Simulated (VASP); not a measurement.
# Ta2N (P4_2/mnm) in VASP: notebook

The runs below take Ta2N through single point, with r2SCAN.

Program: VASP 6.6.1. These are calculated values, not measurements. Logs are shortened: lines on timing, memory, paths and dates and some standing lists are left out, and cuts for length are marked.

## (1) The cell of the first run

The structure is tetragonal, space group P4_2/mnm (No. 136). Conventional cell: a = 5.154 Å, b = 5.154 Å, c = 3.051 Å, α = 90.00°, β = 90.00°, γ = 90.00°. Ta (site symmetry m2m) has 3 N at 2.10 to 2.17 Å within 2.8 Å. N (site symmetry mmm) has 6 Ta at 2.10 to 2.17 Å within 2.8 Å.

## (2) Single point, r2SCAN

The input, POSCAR:

```
Ta2N
1.0
    5.1535210714      0.0000000000      0.0000000000
    0.0000000000      5.1535210714      0.0000000000
    0.0000000000      0.0000000000      3.0508007269
Ta N
4 2
Direct
    0.2878006671      0.2878006671      0.0000000000
    0.2121993329      0.7878006671      0.5000000000
    0.7121993329      0.7121993329      0.0000000000
    0.7878006671      0.2121993329      0.5000000000
    0.0000000000      0.0000000000      0.0000000000
    0.5000000000      0.5000000000      0.5000000000
```

The input, INCAR.step1:

```
SYSTEM = Ta2N
ALGO = Normal
EDIFF = 1E-4
ENCUT = 520
GGA = PE
ISMEAR = 0
LASPH = .TRUE.
LCHARG = .FALSE.
LREAL = .FALSE.
LWAVE = .TRUE.
NBANDS = 36
NELM = 100
PREC = Accurate
SIGMA = 0.1
```

The input, INCAR.step2:

```
SYSTEM = Ta2N
ALGO = Normal
EDIFF = 1E-7
ENCUT = 520
ISIF = 2
ISMEAR = 0
ISTART = 1
LASPH = .TRUE.
LCHARG = .FALSE.
LMIXTAU = .TRUE.
LREAL = .FALSE.
LWAVE = .FALSE.
METAGGA = R2SCAN
NBANDS = 36
NELM = 100
PREC = Accurate
SIGMA = 0.1
```

The input, KPOINTS:

```
k-points
0
G
  4 4 6
  0 0 0
```

Potentials or basis: VASP PAW PBE potentials, release 64 (Ta_pv, N).

Command:

```
$ cat potpaw_PBE.64/Ta_pv/POTCAR potpaw_PBE.64/N/POTCAR > POTCAR
$ cp INCAR.step1 INCAR
$ mpirun -np 1 vasp_std > vasp.out
$ cp INCAR.step2 INCAR
$ mpirun -np 1 vasp_std > vasp.out
```

OUTCAR:

```text
SYSTEM = Ta2N
   EDIFF = 1E-7
   ENCUT = 520
   ISIF = 2
   ISMEAR = 0
   ISTART = 1
   LASPH = .TRUE.
   LREAL = .FALSE.
   METAGGA = R2SCAN
   NELM = 100
   PREC = Accurate

 ion  position               nearest neighbor table
   1  0.288  0.288  0.000-   5 2.10   6 2.17   6 2.17   4 3.02   2 3.02   4 3.02   2 3.02   2 3.02
                             2 3.02   4 3.02   4 3.02   3 3.09
   2  0.212  0.788  0.500-   6 2.10   5 2.17   5 2.17   3 3.02   1 3.02   3 3.02   1 3.02   1 3.02
                             1 3.02   3 3.02   3 3.02   4 3.09
   3  0.712  0.712  0.000-   5 2.10   6 2.17   6 2.17   4 3.02   2 3.02   4 3.02   2 3.02   4 3.02
                             4 3.02   2 3.02   2 3.02   1 3.09
   4  0.788  0.212  0.500-   6 2.10   5 2.17   5 2.17   3 3.02   1 3.02   3 3.02   1 3.02   3 3.02
                             3 3.02   1 3.02   1 3.02   2 3.09
   5  0.000  0.000  0.000-   1 2.10   3 2.10   2 2.17   4 2.17   2 2.17   4 2.17
   6  0.500  0.500  0.500-   2 2.10   4 2.10   3 2.17   1 2.17   1 2.17   3 2.17

  LATTYP: Found a simple tetragonal cell.
 ALAT       =     5.1535210714
 C/A-ratio  =     0.5919837495

  Lattice vectors:

 A1 = (   5.1535210714,   0.0000000000,   0.0000000000)
 A2 = (   0.0000000000,   5.1535210714,   0.0000000000)
 A3 = (   0.0000000000,   0.0000000000,   3.0508007269)

Analysis of symmetry for initial positions (statically):
=====================================================================
 Subroutine PRICEL returns:
 Original cell was already a primitive cell.

 Routine SETGRP: Setting up the symmetry group for a
 simple tetragonal supercell.

 Subroutine GETGRP returns: Found 16 space group operations
 (whereof  8 operations were pure point group operations)
 out of a pool of 16 trial point group operations.

The static configuration has the point symmetry D_2h.
 The point group associated with its full space group is D_4h.

Analysis of symmetry for dynamics (positions and initial velocities):
=====================================================================
 Subroutine PRICEL returns:
 Original cell was already a primitive cell.

 Routine SETGRP: Setting up the symmetry group for a
 simple tetragonal supercell.

 Subroutine GETGRP returns: Found 16 space group operations
 (whereof  8 operations were pure point group operations)
 out of a pool of 16 trial point group operations.

The dynamic configuration has the point symmetry D_2h.
 The point group associated with its full space group is D_4h.

 Subroutine INISYM returns: Found 16 space group operations
 (whereof  8 operations are pure point group operations),
 and found     1 'primitive' translations

----------------------------------------------------------------------------------------

                                     Primitive cell

  volume of cell :      81.0255

  direct lattice vectors                    reciprocal lattice vectors
     5.153521071  0.000000000  0.000000000     0.194042090  0.000000000  0.000000000
     0.000000000  5.153521071  0.000000000     0.000000000  0.194042090  0.000000000
     0.000000000  0.000000000  3.050800727     0.000000000  0.000000000  0.327782799

  length of vectors
     5.153521071  5.153521071  3.050800727     0.194042090  0.194042090  0.327782799

  position of ions in fractional coordinates (direct lattice)
     0.287800667  0.287800667  0.000000000
     0.212199333  0.787800667  0.500000000
     0.712199333  0.712199333  0.000000000
     0.787800667  0.212199333  0.500000000
     0.000000000  0.000000000  0.000000000
     0.500000000  0.500000000  0.500000000

  ion indices of the primitive-cell ions
   primitive index   ion index
                 1           1
                 2           2
                 3           3
                 4           4
                 5           5
                 6           6

----------------------------------------------------------------------------------------

 KPOINTS: k-points

Automatic generation of k-mesh.
 Grid dimensions read from file:
 generate k-points for:    4    4    6

 Generating k-lattice:

  Cartesian coordinates                     Fractional coordinates (reciprocal lattice)
     0.048510523  0.000000000  0.000000000     0.250000000  0.000000000  0.000000000
     0.000000000  0.048510523  0.000000000     0.000000000  0.250000000  0.000000000
     0.000000000  0.000000000  0.054630466     0.000000000  0.000000000  0.166666667

  Length of vectors
     0.048510523  0.048510523  0.054630466

  Shift w.r.t. Gamma in fractional coordinates (k-lattice)
     0.000000000  0.000000000  0.000000000

 Subroutine IBZKPT returns following result:
 ===========================================

 Found     24 irreducible k-points:

 Following reciprocal coordinates:
            Coordinates               Weight
  0.000000  0.000000  0.000000      1.000000
  0.250000  0.000000  0.000000      4.000000
  0.500000  0.000000  0.000000      2.000000
[... 61 lines left out ...]
   NGX = 19   NGY = 19   NGZ = 11

 number of electron      54.0000009 magnetization

 Free energy of the ion-electron system (eV)
  ---------------------------------------------------
  ext. energy  EPLUGINS =         0.00000000
  ---------------------------------------------------
  free energy    TOTEN  =      -217.81175272 eV

  energy without entropy =     -217.79068021  energy(sigma->0) =     -217.80121647

 E-fermi :   7.2002     XC(G=0): -13.9580

 val. band max:        7.1717975728   @ k =   0.2500   0.2500   0.0000
 cond. band min:       7.2437581505   @ k =   0.5000   0.0000   0.3333
 fundamental gap:      0.0719605777
 Fermi energy:         7.2001557000

 k-point     1 :       0.0000    0.0000    0.0000
  band No.  band energies     occupation
      1     -29.8450      2.00000
      2     -29.2776      2.00000
      3     -29.2776      2.00000
      4     -29.2464      2.00000
      5     -28.9516      2.00000
      6     -28.8009      2.00000
[... 28 lines left out ...]
     35      11.8821      0.00000
     36      11.8821      0.00000

 k-point     2 :       0.2500    0.0000    0.0000
  band No.  band energies     occupation
      1     -29.7543      2.00000
      2     -29.3586      2.00000
      3     -29.2187      2.00000
      4     -29.1443      2.00000
      5     -28.9198      2.00000
      6     -28.8244      2.00000
[... 28 lines left out ...]
     35      10.7687      0.00000
     36      11.6322      0.00000

 k-point     3 :       0.5000    0.0000    0.0000
  band No.  band energies     occupation
      1     -29.5502      2.00000
      2     -29.5502      2.00000
      3     -29.0024      2.00000
      4     -29.0024      2.00000
      5     -28.9504      2.00000
      6     -28.9504      2.00000
[... 28 lines left out ...]
     35      11.0376      0.00000
     36      11.0376      0.00000

 k-point     4 :       0.2500    0.2500    0.0000
  band No.  band energies     occupation
      1     -29.6656      2.00000
      2     -29.3196      2.00000
      3     -29.2330      2.00000
      4     -29.0905      2.00000
      5     -28.8894      2.00000
      6     -28.8563      2.00000
[... 28 lines left out ...]
     35      11.0102      0.00000
     36      11.4064      0.00000

 k-point     5 :       0.5000    0.2500    0.0000
  band No.  band energies     occupation
      1     -29.4697      2.00000
      2     -29.4697      2.00000
      3     -29.0435      2.00000
      4     -29.0435      2.00000
      5     -28.9184      2.00000
      6     -28.9184      2.00000
[... 655 lines left out ...]
 k-point    22 :       0.2500    0.2500    0.5000
  band No.  band energies     occupation
      1     -29.5633      2.00000
      2     -29.5027      2.00000
      3     -29.3358      2.00000
      4     -29.3318      2.00000
      5     -29.1779      2.00000
      6     -28.9872      2.00000
[... 28 lines left out ...]
     35      11.8300      0.00000
     36      11.9471      0.00000

 k-point    23 :       0.5000    0.2500    0.5000
  band No.  band energies     occupation
      1     -29.5968      2.00000
      2     -29.5968      2.00000
      3     -29.3818      2.00000
      4     -29.3818      2.00000
      5     -29.0570      2.00000
      6     -29.0570      2.00000
[... 28 lines left out ...]
     35      12.4662      0.00000
     36      12.4662      0.00000

 k-point    24 :       0.5000    0.5000    0.5000
  band No.  band energies     occupation
      1     -29.6636      2.00000
      2     -29.6636      2.00000
      3     -29.4176      2.00000
      4     -29.4176      2.00000
      5     -28.9843      2.00000
      6     -28.9843      2.00000
[... 28 lines left out ...]
     35      12.5554      0.00000
     36      12.6326      0.00000

------------------------ aborting loop because EDIFF is reached ----------------------------------------

  FORCE on cell =-STRESS in cart. coord.  units (eV):
  Direction    XX          YY          ZZ          XY          YZ          ZX
  --------------------------------------------------------------------------------------
  -------------------------------------------------------------------------------------
  Total        0.6889276      0.6889276      0.7277131      0.0000000      0.0000000      0.0000000
  in kB       13.6226684     13.6226684     14.3896033      0.0000000      0.0000000      0.0000000
  external PRESSURE =      13.8783134 kB  Pullay stress =       0.0000000 kB

 VOLUME and BASIS-vectors are now :
 -----------------------------------------------------------------------------
  energy-cutoff  :      520.00
  volume of cell :       81.03
      direct lattice vectors                 reciprocal lattice vectors
     5.153521071  0.000000000  0.000000000     0.194042090  0.000000000  0.000000000
     0.000000000  5.153521071  0.000000000     0.000000000  0.194042090  0.000000000
     0.000000000  0.000000000  3.050800727     0.000000000  0.000000000  0.327782799

 POSITION                                       TOTAL-FORCE (eV/Angst)
 -----------------------------------------------------------------------------------
      1.48319      1.48319      0.00000         0.012957      0.012957      0.000000
      1.09357      4.05995      1.52540        -0.012957      0.012957     -0.000000
      3.67033      3.67033      0.00000        -0.012957     -0.012957     -0.000000
      4.05995      1.09357      1.52540         0.012957     -0.012957     -0.000000
      0.00000      0.00000      0.00000         0.000000     -0.000000     -0.000000
      2.57676      2.57676      1.52540         0.000000     -0.000000     -0.000000
 -----------------------------------------------------------------------------------
    total drift:                                0.000000     -0.000000      0.000000

  FREE ENERGIE OF THE ION-ELECTRON SYSTEM (eV)
  ---------------------------------------------------
  free  energy   TOTEN  =      -217.8117527250 eV

  energy  without entropy=     -217.7906802055  energy(sigma->0) =     -217.80121647
```

Run time: 3.4 min. Hardware: 1 thread of AMD EPYC 9R45 (Zen 5), shared host; peak memory 0.2 GiB.

What came out:

```yaml
Free_energy: -217.8118 eV
Pressure: 1.4 GPa
Largest_force: 0.018 eV/Å
Band_gap_on_the_k_mesh: zero (bands 27 and 28 overlap by 1.66 eV)
```

Forces on the atoms (eV/Å):
```
Ta   0.013  0.013  0.000
Ta  -0.013  0.013  0.000
Ta  -0.013 -0.013  0.000
Ta   0.013 -0.013  0.000
N    0.000  0.000  0.000
N    0.000  0.000  0.000
```

Caveat: the PAW data sets were made with another functional, which shifts forces and pressure a little; spin-orbit coupling is left out, which moves the levels of the heavy elements.

## (3) Single point, r2SCAN

This run uses another cell than the first one, of 13.76 Å³/atom.

The input, POSCAR:

```
Ta2N
1.0
    5.0421221510      0.0000000000      0.0000000000
    0.0000000000      5.0421221510      0.0000000000
    0.0000000000      0.0000000000      3.2476359262
Ta N
4 2
Direct
    0.3060000000      0.3060000000      0.0000000000
    0.1940000000      0.8060000000      0.5000000000
    0.6940000000      0.6940000000      0.0000000000
    0.8060000000      0.1940000000      0.5000000000
    0.0000000000      0.0000000000      0.0000000000
    0.5000000000      0.5000000000      0.5000000000
```

The input, INCAR.step1:

```
  PREC = Accurate
  ENCUT = 520
  ISMEAR = 0
  SIGMA = 0.1
  LREAL = F
  LASPH = T
  NELM = 80
  NBANDS = 36
  GGA = PE
  ALGO = Normal
  EDIFF = 1E-4
  LWAVE = T
  LCHARG = F
```

The input, INCAR.step2:

```
  PREC = Accurate
  ENCUT = 520
  EDIFF = 1E-6
  ISMEAR = 0
  SIGMA = 0.1
  LREAL = F
  LASPH = T
  NELM = 80
  ALGO = Normal
  ISIF = 2
  LWAVE = F
  LCHARG = T
  METAGGA = R2SCAN
  LMIXTAU = T
  LELF = T
  LVHAR = T
  NBANDS = 36
  ISTART = 1
```

The input, KPOINTS:

```
regular mesh
0
Gamma
  4 4 6
```

Potentials or basis: VASP PAW PBE potentials, release 64 (Ta_pv, N).

Command:

```
$ cat potpaw_PBE.64/Ta_pv/POTCAR potpaw_PBE.64/N/POTCAR > POTCAR
$ cp INCAR.step1 INCAR
$ mpirun -np 1 vasp_std > vasp.out
$ cp INCAR.step2 INCAR
$ mpirun -np 1 vasp_std > vasp.out
```

Run time: 2.5 min. Hardware: 1 thread of AMD EPYC 9R45 (Zen 5), shared host; peak memory 0.2 GiB.

Results (log left out):

| Quantity | Value |
| --- | --- |
| Free energy | -216.9623 eV |
| Pressure | -1.3 GPa |
| Largest force | 2.495 eV/Å |
| Band gap on the k mesh | zero (bands 27 and 28 overlap by 2.28 eV) |

Forces in eV/Å, atoms in the order of the input:
```
Ta  -1.764 -1.764  0.000
Ta   1.764 -1.764  0.000
Ta   1.764  1.764  0.000
Ta  -1.764  1.764  0.000
N    0.000  0.000  0.000
N    0.000  0.000  0.000
```

Stress tensor (GPa, compression positive):
```
 2.20  0.00  0.00
 0.00  2.20  0.00
 0.00  0.00 -8.25
```

Levels at points of the mesh, in eV from the Fermi level:
| k point | band 25 | band 26 | band 27 | band 28 | band 29 | band 30 |
| --- | --- | --- | --- | --- | --- | --- |
| (0.00, 0.00, 0.00) | -0.43 | -0.22 | -0.22 | -0.08 | -0.04 | -0.04 |
| (0.50, 0.00, 0.00) | -0.12 | -0.12 | 0.27 | 0.27 | 0.94 | 0.94 |
| (0.50, 0.50, 0.00) | -0.18 | -0.18 | 0.08 | 0.08 | 0.18 | 0.18 |
| (0.00, 0.00, 0.50) | -2.76 | -2.76 | 1.35 | 1.35 | 1.90 | 1.90 |
| (0.50, 0.00, 0.50) | -2.55 | -2.55 | 0.56 | 0.56 | 2.67 | 2.67 |
| (0.50, 0.50, 0.50) | -2.11 | -2.11 | -0.63 | -0.63 | 1.33 | 1.33 |

Caveat: the PAW data sets were made with another functional, which shifts forces and pressure a little; spin-orbit coupling is left out, which moves the levels of the heavy elements.

## (4) Single point, r2SCAN

The input, POSCAR:

```
Ta2N
1.0
    5.1583219544      0.0000000000      0.0000000000
    0.0000000000      5.1583219544      0.0000000000
    0.0000000000      0.0000000000      3.0475237998
Ta N
4 2
Direct
    0.2844266822      0.2844266822      0.0000000000
    0.2155733178      0.7844266822      0.5000000000
    0.7155733178      0.7155733178      0.0000000000
    0.7844266822      0.2155733178      0.5000000000
    0.0000000000      0.0000000000      0.0000000000
    0.5000000000      0.5000000000      0.5000000000
```

The input, INCAR.step1:

```
SYSTEM = Ta2N
PREC = Accurate
ENCUT = 520
ISMEAR = 0
SIGMA = 0.1
LREAL = .False.
LASPH = .True.
NELM = 80
NBANDS = 36
GGA = PE
ALGO = Normal
EDIFF = 1E-4
LWAVE = .True.
LCHARG = .False.
```

The input, INCAR.step2:

```
SYSTEM = Ta2N
PREC = Accurate
ENCUT = 520
EDIFF = 1E-6
ISMEAR = 0
SIGMA = 0.1
LREAL = .False.
LASPH = .True.
NELM = 80
ALGO = Normal
ISIF = 2
LWAVE = .False.
LCHARG = .True.
METAGGA = R2SCAN
LMIXTAU = .True.
LELF = .True.
LVHAR = .True.
NBANDS = 36
ISTART = 1
```

The input, KPOINTS:

```
Automatic mesh
0
Gamma
  8 8 12
  0 0 0
```

Command:

```
$ cat potpaw_PBE.64/Ta_pv/POTCAR potpaw_PBE.64/N/POTCAR > POTCAR
$ cp INCAR.step1 INCAR
$ mpirun -np 1 vasp_std > vasp.out
$ cp INCAR.step2 INCAR
$ mpirun -np 1 vasp_std > vasp.out
```

Wall time 10 min (1 thread of AMD EPYC 9R45 (Zen 5), shared host); peak memory 0.34 GiB.

Results (log left out):

| Quantity | Value |
| --- | --- |
| Free energy | -217.8513 eV |
| Pressure | 1.2 GPa |
| Largest force | 0.010 eV/Å |
| Band gap on the k mesh | zero (bands 27 and 28 overlap by 1.73 eV) |

Forces in eV/Å, atoms in the order of the input:
```
Ta  -0.007 -0.007  0.000
Ta   0.007 -0.007  0.000
Ta   0.007  0.007  0.000
Ta  -0.007  0.007  0.000
N    0.000  0.000  0.000
N    0.000  0.000  0.000
```

Levels at points of the mesh, in eV from the Fermi level:
```
           k point  band 23  band 24  band 25  band 26  band 27  band 28  band 29  band 30  band 31  band 32
(0.00, 0.00, 0.00)    -1.35    -1.04    -0.26    -0.22    -0.22     0.38     0.45     0.45     1.58     1.58
(0.50, 0.00, 0.00)    -2.65    -2.65     0.14     0.14     0.31     0.31     0.72     0.72     2.24     2.24
(0.50, 0.50, 0.00)    -3.14    -3.14    -0.84    -0.84    -0.23    -0.23     1.03     1.03     1.47     1.47
(0.00, 0.00, 0.50)    -2.63    -2.63    -2.56    -2.56     0.45     0.45     1.82     1.82     3.25     3.25
(0.50, 0.00, 0.50)    -2.50    -2.50    -2.32    -2.32     0.44     0.44     2.36     2.36     3.57     3.57
(0.50, 0.50, 0.50)    -2.78    -2.78    -1.60    -1.60     0.49     0.49     2.53     2.53     4.21     4.21
```

Caveat: the PAW data sets were made with another functional, which shifts forces and pressure a little; spin-orbit coupling is left out, which moves the levels of the heavy elements.

## (5) The runs side by side

| cell | k mesh | gap on the mesh (eV) | pressure (GPa) | largest force (eV/Å) |
| --- | --- | --- | --- | --- |
| a = 5.154, b = 5.154, c = 3.051 Å, 6 atoms, atomic positions A | 4 × 4 × 6 | none | 1.4 | 0.02 |
| a = 5.042, b = 5.042, c = 3.248 Å, 6 atoms, atomic positions B | 4 × 4 × 6 | none | -1.3 | 2.49 |
| a = 5.158, b = 5.158, c = 3.048 Å, 6 atoms, atomic positions C | 8 × 8 × 12 | none | 1.2 | 0.01 |

Alike in all rows: task single point; level r2SCAN; potentials or basis VASP PAW PBE potentials, release 64 (Ta_pv, N); no spin polarisation; cutoff (eV) 520; smearing gaussian 0.1 eV.

Caveats: the PAW data sets were made with another functional, which shifts forces and pressure a little; spin-orbit coupling is left out, which moves the levels of the heavy elements.

Total energies depend on the potentials used, so only differences within one code and one set of settings carry meaning.
